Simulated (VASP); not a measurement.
## MnS: single point with PBE+U

The system is MnS.

```
Mn S
1.0
     1.76546    1.01929    5.71468
    -1.76546    1.01929    5.71468
     0.00000   -2.03858    5.71468
Mn S
2 2
Direct
  0.00000 0.00000 0.00000
  0.50000 0.50000 0.50000
  0.75000 0.75000 0.75000
  0.25000 0.25000 0.25000
```

| Property | Result |
| --- | --- |
| Program | VASP 6.6.1 |
| Task | single point |
| Functional | PBE |
| Potentials or basis | VASP PAW PBE potentials, release 64 (Mn_pv, S) |
| Cutoff | 520 eV |
| k mesh | 8 × 8 × 8 |
| Occupations | gaussian, width 0.05 eV |
| Spin | collinear spin, antiferromagnetic start |
| Starting moments | [4.67, -4.67, 0.0, 0.0] μB |
| Hubbard terms | Mn d U = 3.9 eV |
| Dipole correction | no |
| Further INCAR settings | ALGO = Normal; EDIFF = 1e-06; NBANDS = 31 |

- Pressure: 17.7 GPa
- Band gap on the k mesh: 1.85 eV
- Net moment: 0.00 μB per cell
- Site moments: Mn +4.40, -4.40; S +0.00 μB
- Valence electrons inside the program's atomic spheres: Mn 11.43; S 3.84

Levels at points of the mesh, in eV from the valence-band top:
Spin up:
```
           k point  band 15  band 16  band 17  band 18  band 19  band 20  band 21  band 22  band 23  band 24
(0.00, 0.00, 0.00)    -1.25    -1.25    -1.08    -1.08    -0.99     2.86     2.86     2.99     3.78     4.05
(0.50, 0.00, 0.00)    -3.77    -3.19    -2.95    -1.27    -0.92     1.96     3.42     3.77     4.03     4.25
(0.50, 0.50, 0.00)    -3.44    -2.98    -2.90    -1.01    -0.57     1.85     2.49     3.80     3.87     3.94
(0.50, 0.50, 0.50)    -2.86    -2.20    -2.20     0.00     0.00     2.53     2.70     2.70     3.80     3.80
```
Spin down:
```csv
k point,band 15,band 16,band 17,band 18,band 19,band 20,band 21,band 22,band 23,band 24
"(0.00, 0.00, 0.00)",-1.25,-1.25,-1.08,-1.08,-0.99,2.86,2.86,2.99,3.78,4.05
"(0.50, 0.00, 0.00)",-3.77,-3.19,-2.95,-1.27,-0.92,1.96,3.42,3.77,4.03,4.25
"(0.50, 0.50, 0.00)",-3.44,-2.98,-2.90,-1.01,-0.57,1.85,2.49,3.80,3.87,3.94
"(0.50, 0.50, 0.50)",-2.86,-2.20,-2.20,0.00,0.00,2.53,2.70,2.70,3.80,3.80
```

Eigenvalues of the final occupation matrices:
```csv
site,spin,trace,eigenvalues
site 1 d,1,4.68,0.93 0.93 0.93 0.95 0.95
site 1 d,2,0.31,0.02 0.02 0.02 0.12 0.12
site 2 d,1,0.31,0.02 0.02 0.02 0.12 0.12
site 2 d,2,4.68,0.93 0.93 0.93 0.95 0.95
```

Run time: 16 min on 1 thread of Intel Xeon 8259CL, on a shared host, peak memory 0.51 GiB.

Caveat: the cell stands under pressure. The state reached can hang on the start; a lower one may exist.
